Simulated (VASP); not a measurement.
Mg3S2O:

```
Mg S O
1.0
     4.87915    0.00000    0.00000
     0.00000    4.87915    0.00000
     0.00000    0.00000    4.99113
Mg S O
3 2 1
Direct
  0.00000 0.50000 0.50000
  0.50000 0.00000 0.50000
  0.50000 0.50000 0.50000
  0.50000 0.50000 0.00000
  0.00000 0.00000 0.50000
  0.00000 0.00000 0.00000
```

The cell was built from a structure type or drawn by symmetry, and may not be a known phase.

- Program: VASP 6.6.1
- Task: relaxation of cell and atoms
- Functional: PBE
- Potentials or basis: VASP PAW PBE potentials, release 64 (Mg, S, O)
- Cutoff: 600 eV
- k mesh: 4 × 4 × 4
- Occupations: gaussian, width 0.1 eV
- Spin: no spin polarisation

At the start: pressure 4.9 GPa; volume 19.80 Å³/atom.

Where does the relaxation end?

Over 5 steps the energy falls by 359.5 meV/atom and the volume is 21.94 Å³/atom (+10.8 %); space group P4/mmm (No. 123, to 0.1 Å) before and after.

The path:
```tsv
step	energy change (eV)	largest force (eV/Å)	pressure (GPa)	volume (Å³)
1	0.0000	0.0000	4.94	118.82
2	-2.1419	0.0000	1.05	127.76
3	-2.1450	0.0000	1.16	128.08
4	-2.1437	0.0000	1.23	128.23
5	-2.1572	0.0000	-0.03	131.64
```

Final structure:
```yaml
crystal:
  lattice:
    - [5.43581, 0.00000, 0.00000]
    - [0.00000, 5.43581, 0.00000]
    - [0.00000, 0.00000, 4.45496]
  atoms:
    - { symbol: Mg, position: [0.00000, 0.50000, 0.50000] }
    - { symbol: Mg, position: [0.50000, 0.00000, 0.50000] }
    - { symbol: Mg, position: [0.50000, 0.50000, 0.50000] }
    - { symbol: S, position: [0.50000, 0.50000, 0.00000] }
    - { symbol: S, position: [0.00000, 0.00000, 0.50000] }
    - { symbol: O, position: [0.00000, 0.00000, 0.00000] }
```
